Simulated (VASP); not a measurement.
# Mo2C3 (Amm2) in VASP: further runs

Runs on Mo2C3. Level: PBE. Tasks: single point, relaxation of cell and atoms.

Program: VASP 6.6.1. These are calculated values, not measurements. Logs are shortened: lines on timing, memory, paths and dates and some standing lists are left out, and cuts for length are marked.

## 1. The cell of the first run

Symmetry: Amm2, No. 38, orthorhombic system. The conventional cell has a = 5.438 Å, b = 5.085 Å, c = 5.148 Å, α = 90.00°, β = 90.00°, γ = 90.00°. Mo (site symmetry m) has 4 C at 2.29 to 2.30 Å and 4 Mo at 2.40 to 2.68 Å within 3.0 Å. Within 1.8 Å of C (site symmetry m) lie 1 C at 1.31 Å. C (site symmetry mm2) has 2 C at 1.31 Å within 1.8 Å.

## 2. Single point, PBE

File INCAR:

```
SYSTEM = Mo2C3
PREC     = Accurate       ! precision mode
ENCUT    = 520            ! plane-wave cutoff, eV
EDIFF    = 1E-6           ! SCF threshold, eV
ISMEAR   = 0              ! smearing method
SIGMA    = 0.1            ! smearing width, eV
LREAL    = .FALSE.        ! projectors in reciprocal space
LASPH    = .TRUE.         ! aspherical terms in the spheres
NELM     = 60             ! most SCF steps
ALGO     = Normal         ! electronic algorithm
ISIF     = 2              ! what is computed and relaxed
LWAVE    = .FALSE.        ! write WAVECAR
LCHARG   = .FALSE.        ! write CHGCAR
GGA      = PE             ! functional
NBANDS   = 28             ! bands
```

File KPOINTS:

```
regular mesh
0
G
  4 6 6
  0 0 0
```

File POSCAR:

```
Mo2C3
1.0
    5.4384757467      0.0000000000      0.0000000000
    0.0000000000      2.5425385683      2.5739040954
    0.0000000000     -2.5425385683      2.5739040954
Mo C
2 3
Direct
    0.0000000000      0.0212655979      0.4938764868
    0.0000000000      0.4938764868      0.0212655979
    0.2583736993      0.9956160761      0.9956160761
    0.7416263007      0.9956160761      0.9956160761
    0.5000000000      0.9937599419      0.9937599419
```

Potentials or basis: VASP PAW PBE potentials, release 64 (Mo_sv, C).

Started as:

```sh
$ cat potpaw_PBE.64/Mo_sv/POTCAR potpaw_PBE.64/C/POTCAR > POTCAR
$ mpirun -np 1 vasp_std > vasp.out
```

OUTCAR:

```text
SYSTEM = Mo2C3
   PREC = Accurate
   ENCUT = 520
   EDIFF = 1E-6
   ISMEAR = 0
   LREAL = .FALSE.
   LASPH = .TRUE.
   NELM = 60
   ISIF = 2
   GGA = PE

 ion  position               nearest neighbor table
   1  0.000  0.021  0.494-   3 2.29   4 2.29   3 2.30   4 2.30   2 2.40   2 2.58   2 2.58   2 2.68

   2  0.000  0.494  0.021-   3 2.29   4 2.29   3 2.30   4 2.30   1 2.40   1 2.58   1 2.58   1 2.68

   3  0.258  0.996  0.996-   5 1.31   2 2.29   1 2.29   1 2.30   2 2.30
   4  0.742  0.996  0.996-   5 1.31   2 2.29   1 2.29   1 2.30   2 2.30
   5  0.500  0.994  0.994-   3 1.31   4 1.31

  LATTYP: Found a base centered orthorhombic cell.
 ALAT       =     5.0850771366
 B/A-ratio  =     1.0123363034
 C/A-ratio  =     1.0694971975

  Lattice vectors:

 A1 = (   0.0000000000,   2.5425385683,  -2.5739040954)
 A2 = (   0.0000000000,   2.5425385683,   2.5739040954)
 A3 = (   5.4384757467,   0.0000000000,   0.0000000000)

Analysis of symmetry for initial positions (statically):
=====================================================================
 Subroutine PRICEL returns:
 Original cell was already a primitive cell.

 Routine SETGRP: Setting up the symmetry group for a
 base centered orthorhombic supercell.

 Subroutine GETGRP returns: Found  4 space group operations
 (whereof  4 operations were pure point group operations)
 out of a pool of  8 trial point group operations.

The static configuration has the point symmetry C_2v.

Analysis of symmetry for dynamics (positions and initial velocities):
=====================================================================
 Subroutine PRICEL returns:
 Original cell was already a primitive cell.

 Routine SETGRP: Setting up the symmetry group for a
 base centered orthorhombic supercell.

 Subroutine GETGRP returns: Found  4 space group operations
 (whereof  4 operations were pure point group operations)
 out of a pool of  8 trial point group operations.

The dynamic configuration has the point symmetry C_2v.

 Subroutine INISYM returns: Found  4 space group operations
 (whereof  4 operations are pure point group operations),
 and found     1 'primitive' translations

----------------------------------------------------------------------------------------

                                     Primitive cell

  volume of cell :      71.1815

  direct lattice vectors                    reciprocal lattice vectors
     5.438475747  0.000000000  0.000000000     0.183875050  0.000000000  0.000000000
     0.000000000  2.542538568  2.573904095     0.000000000  0.196653851  0.194257432
     0.000000000 -2.542538568  2.573904095     0.000000000 -0.196653851  0.194257432

  length of vectors
     5.438475747  3.617939284  3.617939284     0.183875050  0.276421213  0.276421213

  position of ions in fractional coordinates (direct lattice)
     0.000000000  0.021265598  0.493876487
     0.000000000  0.493876487  0.021265598
     0.258373699  0.995616076  0.995616076
     0.741626301  0.995616076  0.995616076
     0.500000000  0.993759942  0.993759942

  ion indices of the primitive-cell ions
   primitive index   ion index
                 1           1
                 2           2
                 3           3
                 4           4
                 5           5

----------------------------------------------------------------------------------------

 KPOINTS: regular mesh

Automatic generation of k-mesh.
 Grid dimensions read from file:
 generate k-points for:    4    6    6

 Generating k-lattice:

  Cartesian coordinates                     Fractional coordinates (reciprocal lattice)
     0.045968763  0.000000000  0.000000000     0.250000000  0.000000000  0.000000000
     0.000000000  0.032775642  0.032376239     0.000000000  0.166666667  0.000000000
     0.000000000 -0.032775642  0.032376239     0.000000000  0.000000000  0.166666667

  Length of vectors
     0.045968763  0.046070202  0.046070202

  Shift w.r.t. Gamma in fractional coordinates (k-lattice)
     0.000000000  0.000000000  0.000000000

 Subroutine IBZKPT returns following result:
 ===========================================

 Found     39 irreducible k-points:

 Following reciprocal coordinates:
            Coordinates               Weight
  0.000000  0.000000  0.000000      1.000000
  0.250000  0.000000  0.000000      2.000000
  0.500000  0.000000  0.000000      1.000000
  0.000000  0.166667 -0.000000      4.000000
  0.250000  0.166667 -0.000000      8.000000
  0.500000  0.166667 -0.000000      4.000000
[... 16 lines left out ...]
  0.250000 -0.333333  0.166667      8.000000
  0.500000 -0.333333  0.166667      4.000000
 [... further k-points ...]
   k-points           NKPTS =     39   k-points in BZ     NKDIM =     39   number of bands    NBANDS=     28
   number of dos      NEDOS =    301   number of ions     NIONS =      5
   total plane-waves  NPLWV =  31360
   dimension x,y,z NGX =    40 NGY =   28 NGZ =   28
   dimension x,y,z NGXF=    80 NGYF=   56 NGZF=   56
   ions per type =               2   3
   NGX,Y,Z   is equivalent  to a cutoff of  12.23, 12.87, 12.87 a.u.
   NGXF,Y,Z  is equivalent  to a cutoff of  24.45, 25.73, 25.73 a.u.
 SYSTEM =  Mo2C3
   PREC   = accura    normal or accurate (medium, high low for compatibility)
   ISTART =      0    job   : 0-new  1-cont  2-samecut
   ICHARG =      2    charge: 1-file 2-atom 10-const
   ISPIN  =      1    spin polarized calculation?
   LNONCOLLINEAR =      F non collinear calculations
   LSORBIT =      F    spin-orbit coupling
   LASPH  =      T    aspherical Exc in radial PAW
   ENCUT  =  520.0 eV  38.22 Ry    6.18 a.u.  10.11  6.73  6.73*2*pi/ulx,y,z
   NELM   =     60;   NELMIN=  2; NELMDL= -5     # of ELM steps
   EDIFF  = 0.1E-05   stopping-criterion for ELM
   LREAL  =      F    real-space projection
   EDIFFG = 0.1E-04   stopping-criterion for IOM
   NSW    =      0    number of steps for IOM
   IBRION =     -1    ionic relax: 0-MD 1-quasi-New 2-CG
   NFREE  =      0    steps in history (QN), initial steepest desc. (CG)
   ISIF   =      2    stress and relaxation
   ISYM   =      2    0-nonsym 1-usesym 2-fastsym
   POTIM  = 0.5000    time-step for ionic-motion
   TEBEG  =    0.0;   TEEND  =   0.0 temperature during run
   PSTRESS=    0.0 pullay stress
   NELECT =      40.0000    total number of electrons
   NUPDOWN=      -1.0000    fix difference up-down
   EMIN   =  10.00;   EMAX   =-10.00  energy-range for DOS
   EFERMI =   0.00;   METHOD = LEGACY
   ISMEAR =     0;   SIGMA  =   0.10  broadening in eV -4-tet -1-fermi 0-gaus
   EFERMI_NEDOS =   21; number of points for ismear=-14 and -15
   IALGO  =     38    algorithm
   IMIX   =      4    mixing-type and parameters
     AMIX     =   0.40;   BMIX     =  1.00
     AMIX_MAG =   1.60;   BMIX_MAG =  1.00
  volume/ion in A,a.u.               =      14.24        96.07
  Fermi-wavevector in a.u.,A,eV,Ry     =   1.350950  2.552924 24.831512  1.825065
  Thomas-Fermi vector in A             =   2.478412
   LORBIT       =      0    0 simple, 1 ext, 2 COOP (PROOUT), +10 PAW based schemes
   GGA     = PE    functional components
   LHFCALC =     F    Hartree Fock is set to
   AEXX    =    0.0000 exact exchange contribution
   IVDW    =     0    specifies the selected vdW correction
   LEPSILON=     F    determine dielectric tensor
   LRPA    =     F    only Hartree local field effects (RPA)
 non-spin polarized calculation
 Gauss-broadening in eV      SIGMA  =   0.10
  energy-cutoff  :      520.00
  volume of cell :       71.18
 maximum number of plane-waves:      1952
   NGX = 21   NGY = 13   NGZ = 13

 number of electron      40.0000000 magnetization

 Free energy of the ion-electron system (eV)
  ---------------------------------------------------
  ext. energy  EPLUGINS =         0.00000000
  ---------------------------------------------------
  free energy    TOTEN  =       -45.10692032 eV

  energy without entropy =      -45.09765244  energy(sigma->0) =      -45.10228638

 E-fermi :   6.3155     XC(G=0): -10.6129

 val. band max:        6.3094061158   @ k =   0.2500  -0.1667   0.1667
 cond. band min:       6.3885670096   @ k =   0.0000  -0.3333   0.1667
 fundamental gap:      0.0791608938
 Fermi energy:         6.3154563945

 k-point     1 :       0.0000    0.0000    0.0000
  band No.  band energies     occupation
      1     -55.0306      2.00000
      2     -54.5296      2.00000
      3     -29.8226      2.00000
      4     -29.5460      2.00000
      5     -29.1021      2.00000
      6     -28.6460      2.00000
[... 20 lines left out ...]
     27      11.5374      0.00000
     28      11.6900      0.00000

 k-point     2 :       0.2500    0.0000    0.0000
  band No.  band energies     occupation
      1     -55.0306      2.00000
      2     -54.5296      2.00000
      3     -29.8226      2.00000
      4     -29.5459      2.00000
      5     -29.1023      2.00000
      6     -28.6460      2.00000
[... 20 lines left out ...]
     27      12.5883      0.00000
     28      13.0384      0.00000

 k-point     3 :       0.5000    0.0000    0.0000
  band No.  band energies     occupation
      1     -55.0306      2.00000
      2     -54.5296      2.00000
      3     -29.8226      2.00000
      4     -29.5459      2.00000
      5     -29.1026      2.00000
      6     -28.6461      2.00000
[... 20 lines left out ...]
     27      12.5942      0.00000
     28      14.1503      0.00000

 k-point     4 :       0.0000    0.1667   -0.0000
  band No.  band energies     occupation
      1     -55.0004      2.00000
      2     -54.5601      2.00000
      3     -29.7510      2.00000
      4     -29.4744      2.00000
      5     -29.0725      2.00000
      6     -28.6735      2.00000
[... 578 lines left out ...]
     27      11.5559      0.00000
     28      12.5761      0.00000

 k-point    23 :       0.2500   -0.3333    0.1667
  band No.  band energies     occupation
      1     -54.8985      2.00000
      2     -54.6614      2.00000
      3     -29.6554      2.00000
      4     -29.3721      2.00000
      5     -28.9728      2.00000
      6     -28.7655      2.00000
[... 20 lines left out ...]
     27      11.5243      0.00000
     28      12.8504      0.00000

 k-point    24 :       0.5000   -0.3333    0.1667
  band No.  band energies     occupation
      1     -54.8985      2.00000
      2     -54.6614      2.00000
      3     -29.6553      2.00000
      4     -29.3721      2.00000
      5     -28.9730      2.00000
      6     -28.7656      2.00000
[... 20 lines left out ...]
     27      12.4095      0.00000
     28      12.9987      0.00000

 [... further k-points ...]

------------------------ aborting loop because EDIFF is reached ----------------------------------------

  FORCE on cell =-STRESS in cart. coord.  units (eV):
  Direction    XX          YY          ZZ          XY          YZ          ZX
  --------------------------------------------------------------------------------------
  -------------------------------------------------------------------------------------
  Total        0.0472917      0.6137677     -0.0196967      0.0000000      0.0000000      0.0000000
  in kB        1.0644572     13.8148931     -0.4433408      0.0000000      0.0000000      0.0000000
  external PRESSURE =       4.8120032 kB  Pullay stress =       0.0000000 kB

 VOLUME and BASIS-vectors are now :
 -----------------------------------------------------------------------------
  energy-cutoff  :      520.00
  volume of cell :       71.18
      direct lattice vectors                 reciprocal lattice vectors
     5.438475747  0.000000000  0.000000000     0.183875050  0.000000000  0.000000000
     0.000000000  2.542538568  2.573904095     0.000000000  0.196653851  0.194257432
     0.000000000 -2.542538568  2.573904095     0.000000000 -0.196653851  0.194257432

 POSITION                                       TOTAL-FORCE (eV/Angst)
 -----------------------------------------------------------------------------------
      0.00000     -1.20163      1.32593         0.000000      0.146956      0.011427
      0.00000      1.20163      1.32593         0.000000     -0.146956      0.011427
      1.40516      0.00000      5.12524        -0.042371      0.000000     -0.026889
      4.03332      0.00000      5.12524         0.042371      0.000000     -0.026889
      2.71924      0.00000      5.11569         0.000000      0.000000      0.030926
 -----------------------------------------------------------------------------------
    total drift:                               -0.000000     -0.000001     -0.000181

  FREE ENERGIE OF THE ION-ELECTRON SYSTEM (eV)
  ---------------------------------------------------
  free  energy   TOTEN  =       -45.1069203197 eV

  energy  without entropy=      -45.0976524364  energy(sigma->0) =      -45.10228638
```

Wall time 29 s (1 thread of Intel Xeon 6975P-C (Granite Rapids), shared host); peak memory 0.2 GiB.

What came out:

* Free energy: -45.1069 eV
* Pressure: 0.5 GPa
* Largest force: 0.147 eV/Å
* Band gap on the k mesh: zero (bands 20 and 21 overlap by 1.58 eV)

Forces in eV/Å, atoms in the order of the input:
```
Mo   0.000  0.147  0.011
Mo   0.000 -0.147  0.011
C   -0.042  0.000 -0.027
C    0.042  0.000 -0.027
C    0.000  0.000  0.031
```

Stress tensor (GPa, compression positive):
```
 0.11  0.00  0.00
 0.00  1.38  0.00
 0.00  0.00 -0.04
```

Levels at points of the mesh, in eV from the Fermi level:
| k point | band 18 | band 19 | band 20 | band 21 | band 22 | band 23 |
| --- | --- | --- | --- | --- | --- | --- |
| (0.00, 0.00, 0.00) | -3.81 | -2.09 | 1.16 | 1.21 | 1.52 | 3.65 |
| (0.50, 0.00, 0.00) | -0.75 | -0.64 | -0.60 | -0.42 | 1.35 | 1.66 |
| (0.00, 0.50, 0.00) | -0.97 | -0.61 | -0.39 | -0.23 | 0.08 | 1.28 |
| (0.50, 0.50, 0.00) | -0.86 | -0.82 | -0.31 | -0.08 | 0.09 | 0.44 |
| (0.00, 0.50, 0.50) | -1.37 | -1.33 | -0.01 | 0.54 | 1.48 | 1.62 |
| (0.50, 0.50, 0.50) | -2.23 | -2.00 | 0.22 | 0.74 | 2.20 | 2.33 |

## 3. Single point, PBE

This run uses another cell than the first one, of 14.28 Å³/atom.

INCAR is that of step 2.

File KPOINTS:

```
regular mesh
0
G
  8 10 10
  0 0 0
```

File POSCAR:

```
Mo2C3
1.0
    5.4210901563      0.0000000000      0.0000000000
    0.0000000000      2.5394008756      2.5929004800
    0.0000000000     -2.5394008756      2.5929004800
Mo C
2 3
Direct
    0.0000000000      0.0287057834      0.4924773277
    0.0000000000      0.4924773277      0.0287057834
    0.2574963974      0.9930444638      0.9930444638
    0.7425036026      0.9930444638      0.9930444638
    0.5000000000      0.9928621400      0.9928621400
```

Potentials or basis: VASP PAW PBE potentials, release 64 (Mo_sv, C).

Started as:

```sh
$ cat potpaw_PBE.64/Mo_sv/POTCAR potpaw_PBE.64/C/POTCAR > POTCAR
$ mpirun -np 1 vasp_std > vasp.out
```

OUTCAR:

```text
SYSTEM = Mo2C3
   PREC = Accurate
   ENCUT = 520
   EDIFF = 1E-6
   ISMEAR = 0
   LREAL = .FALSE.
   LASPH = .TRUE.
   NELM = 60
   ISIF = 2
   GGA = PE

 ion  position               nearest neighbor table
   1  0.000  0.029  0.492-   3 2.29   4 2.29   3 2.29   4 2.29   2 2.36   2 2.60   2 2.60   2 2.72

   2  0.000  0.492  0.029-   3 2.29   4 2.29   3 2.29   4 2.29   1 2.36   1 2.60   1 2.60   1 2.72

   3  0.257  0.993  0.993-   5 1.31   1 2.29   2 2.29   2 2.29   1 2.29
[... 952 lines left out ...]
  -------------------------------------------------------------------------------------
  Total        0.0966996      0.2462792      0.1335768      0.0000000      0.0000000      0.0000000
  in kB        2.1702077      5.5271925      2.9978368      0.0000000      0.0000000      0.0000000
  external PRESSURE =       3.5650790 kB  Pullay stress =       0.0000000 kB

 VOLUME and BASIS-vectors are now :
 -----------------------------------------------------------------------------
  energy-cutoff  :      520.00
  volume of cell :       71.39
      direct lattice vectors                 reciprocal lattice vectors
     5.421090156  0.000000000  0.000000000     0.184464743  0.000000000  0.000000000
     0.000000000  2.539400876  2.592900480     0.000000000  0.196896837  0.192834243
     0.000000000 -2.539400876  2.592900480     0.000000000 -0.196896837  0.192834243

 POSITION                                       TOTAL-FORCE (eV/Angst)
 -----------------------------------------------------------------------------------
      0.00000     -1.17770      1.35138         0.000000     -0.070023     -0.003776
      0.00000      1.17770      1.35138         0.000000      0.070023     -0.003776
      1.39591      0.00000      5.14973        -0.014167     -0.000000      0.003898
      4.02518      0.00000      5.14973         0.014167     -0.000000      0.003898
      2.71055      0.00000      5.14879         0.000000     -0.000000     -0.000245
 -----------------------------------------------------------------------------------
    total drift:                               -0.000000     -0.000000     -0.000546

  FREE ENERGIE OF THE ION-ELECTRON SYSTEM (eV)
  ---------------------------------------------------
  free  energy   TOTEN  =       -45.1053991439 eV

  energy  without entropy=      -45.0976038774  energy(sigma->0) =      -45.10150151
```

OSZICAR:

```text
N       E                     dE             d eps       ncg     rms          rms(c)
DAV:   1     0.371211836502E+03    0.37121E+03   -0.24151E+04  8944   0.140E+03
DAV:   2    -0.350454492723E+02   -0.40626E+03   -0.39723E+03 10080   0.408E+02
DAV:   3    -0.506187288442E+02   -0.15573E+02   -0.15232E+02 11068   0.768E+01
DAV:   4    -0.508903121409E+02   -0.27158E+00   -0.27072E+00 10360   0.964E+00
DAV:   5    -0.508956795658E+02   -0.53674E-02   -0.53655E-02 10736   0.130E+00    0.284E+01
DAV:   6    -0.458456865229E+02    0.50500E+01   -0.30666E+01 10624   0.278E+01    0.802E+00
DAV:   7    -0.451977211310E+02    0.64797E+00   -0.43687E+00 10248   0.113E+01    0.598E+00
DAV:   8    -0.451068623215E+02    0.90859E-01   -0.33380E-01 10380   0.337E+00    0.215E+00
DAV:   9    -0.451034284958E+02    0.34338E-02   -0.72819E-02 10112   0.144E+00    0.323E-01
DAV:  10    -0.451043901997E+02   -0.96170E-03   -0.63539E-03 10512   0.467E-01    0.138E-01
DAV:  11    -0.451051778229E+02   -0.78762E-03   -0.99786E-04 10576   0.192E-01    0.772E-02
DAV:  12    -0.451053723590E+02   -0.19454E-03   -0.23631E-04  9884   0.881E-02    0.126E-02
DAV:  13    -0.451053958039E+02   -0.23445E-04   -0.30582E-05  9764   0.298E-02    0.683E-03
DAV:  14    -0.451053983972E+02   -0.25932E-05   -0.36415E-06  8580   0.108E-02    0.226E-03
DAV:  15    -0.451053991439E+02   -0.74672E-06   -0.87374E-07  7508   0.482E-03
   1 F= -.45105399E+02 E0= -.45101502E+02  d E =-.779527E-02
```

stdout:

```text
POSCAR found type information on POSCAR MoC
 POSCAR found :  2 types and       5 ions
 scaLAPACK will be used
 LDA part: xc-table for (Slater+PW92), standard interpolation
 POSCAR, INCAR and KPOINTS ok, starting setup
 FFT: planning ... GRIDC
 FFT: planning ... GRID_SOFT
 FFT: planning ... GRID
 WAVECAR not read
 entering main loop
```

Wall time 2.3 min (1 thread of Intel Xeon 6975P-C (Granite Rapids), shared host); peak memory 0.35 GiB.

Results:

```yaml
Free_energy: -45.1054 eV
Pressure: 0.4 GPa
Largest_force: 0.070 eV/Å
Band_gap_on_the_k_mesh: zero (bands 20 and 21 overlap by 1.46 eV)
```

Forces in eV/Å, atoms in the order of the input:
```
Mo   0.000 -0.070 -0.004
Mo   0.000  0.070 -0.004
C   -0.014  0.000  0.004
C    0.014  0.000  0.004
C    0.000  0.000  0.000
```

(Part 1 of 2 ends here.)
